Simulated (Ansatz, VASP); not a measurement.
# TiGe: VASP beside Ansatz

The input INCAR:

```
  PREC = Accurate
  ENCUT = 500
  EDIFF = 1E-6
  ISMEAR = 0
  SIGMA = 0.05
  LREAL = F
  LASPH = T
  NELM = 120
  ALGO = Normal
  ISIF = 2
  LWAVE = F
  LCHARG = F
  GGA = PS
  NBANDS = 20
  GGA_COMPAT = F
```

KPOINTS

```
Automatic mesh
0
Gamma
  6 6 6
```

File POSCAR:

```
TiGe
1.0
    0.0000000000      2.8698574498      2.8698574498
    2.8698574498      0.0000000000      2.8698574498
    2.8698574498      2.8698574498      0.0000000000
Ti Ge
1 1
Direct
    0.0000000000      0.0000000000      0.0000000000
    0.2500000000      0.2500000000      0.2500000000
```

Input for Ansatz:

```yaml
crystal:
  lattice:
    - [0.0, 2.8698574498, 2.8698574498]
    - [2.8698574498, 0.0, 2.8698574498]
    - [2.8698574498, 2.8698574498, 0.0]
  atoms:
    - { symbol: Ti, position: [0.0, 0.0, 0.0] }
    - { symbol: Ge, position: [0.25, 0.25, 0.25] }
basis:
  ecutwfc: 420
kpoints:
  mp_grid: { grid: [6, 6, 6] }
hamiltonian:
  xc: pbesol
scf:
  occupations: { method: gaussian, width: 0.05 }
output:
  forces: true
  stress: true
  eigenvalues: true
```

Alike in both runs: task single point; functional PBEsol; k mesh 6 × 6 × 6; occupations gaussian, width 0.05 eV; no spin polarisation.

|  | VASP | Ansatz |
| --- | --- | --- |
| version | VASP 6.6.1 | Ansatz 0.2.0 |
| potentials or method | VASP PAW PBE potentials, release 64 (Ti_sv, Ge_d), cutoff 500 eV | scalar-relativistic, plane waves, PAW |
| valence electrons in the cell | 26 | 26 |

Ansatz gave:

| Property | Result |
| --- | --- |
| gap on the k mesh at the Fermi level (eV) | 0.14 |
| least direct gap on the mesh (eV) | 0.14 |
| pressure (GPa) | 0.7 |

What did VASP give for the same quantities?

gap on the k mesh at the Fermi level (eV): 0.14; least direct gap on the mesh (eV): 0.14; pressure (GPa): 0.8.

VASP's potentials were made for PBE, not for PBEsol.
